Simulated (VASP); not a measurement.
Set up this calculation in VASP 6.6.1, as the native input.

| Item | Value |
| --- | --- |
| Task | single point |
| Functional | PBE |
| Potentials or basis | VASP PAW PBE potentials, release 64 (C, H) |
| Cutoff | 520 eV |
| k mesh | 3 × 3 × 2 |
| Occupations | gaussian, width 0.1 eV |
| Spin | no spin polarisation |
| Dipole correction | no |
| Further INCAR settings | LREAL = Auto; ALGO = Normal; EDIFF = 1e-06; NBANDS = 36 |

The structure of H11C8 (a cell with a defect) lies in POSCAR:

```
H11C8
1.0
    3.6316850000      3.2747500000      0.0000000000
    3.6316850000     -3.2747500000      0.0000000000
    1.5866040000      0.0000000000     -8.1218800000
C H
8 11
Direct
    0.0902542499      0.0786765722      0.4637915113
    0.8972243449      0.9452383918      0.0466611179
    0.2825427578      0.2636139846      0.3650071166
    0.7336440332      0.7485215048      0.1293061459
    0.0473212638      0.1239445175      0.9707341157
    0.9284559208      0.9230414617      0.5439868602
    0.2466092941      0.2964732531      0.8697855669
    0.7335445431      0.7360265646      0.6379579605
    0.2615603935      0.2739595080      0.2337655814
    0.7836706693      0.6310666537      0.2448245973
    0.4990526398      0.1911824207      0.3802106163
    0.5425857116      0.7106672446      0.0856868114
    0.2432780832      0.4757083450      0.3981262959
    0.2576363582      0.2670657803      0.7394706644
    0.7313081810      0.7357442448      0.7709596793
    0.4548608662      0.2454555681      0.9074364556
    0.7882873701      0.5216392290      0.6111929750
    0.5213035092      0.7968436268      0.6088367472
    0.1904053314      0.5186251955      0.8780347653
```

These files were run (other wordings do the same):

INCAR

```
SYSTEM = H11C8
ALGO     = Normal         ! electronic algorithm
EDIFF    = 1E-6           ! SCF threshold, eV
ENCUT    = 520            ! plane-wave cutoff, eV
GGA      = PE             ! functional
ISIF     = 2              ! what is computed and relaxed
ISMEAR   = 0              ! smearing method
LASPH    = .True.         ! aspherical terms in the spheres
LCHARG   = .True.         ! write CHGCAR
LELF     = .True.         ! ELF
LREAL    = Auto         
LVHAR    = .True.       
LWAVE    = .False.        ! write WAVECAR
NBANDS   = 36             ! bands
NELM     = 80             ! most SCF steps
PREC     = Accurate       ! precision mode
SIGMA    = 0.1            ! smearing width, eV
```

KPOINTS

```
k-points
0
Gamma
  3 3 2
  0 0 0
```

Potentials or basis: VASP PAW PBE potentials, release 64 (C, H).

Run with:

```bash
$ cat potpaw_PBE.64/C/POTCAR potpaw_PBE.64/H/POTCAR > POTCAR
$ mpirun -np 1 vasp_std > vasp.out
```

It gave:

```
Pressure               : 0.4 GPa
Largest force          : 0.072 eV/Å
Band gap on the k mesh : zero (an odd number of electrons rules out a gap without spin polarisation)
```

Caveat: the k points lie up to 0.43 Å⁻¹ apart, too coarse for converged energies and pressures of a metal.

Wall time 2.6 min on 1 thread of Intel Xeon 8259CL (shared host), peak memory 0.29 GiB.
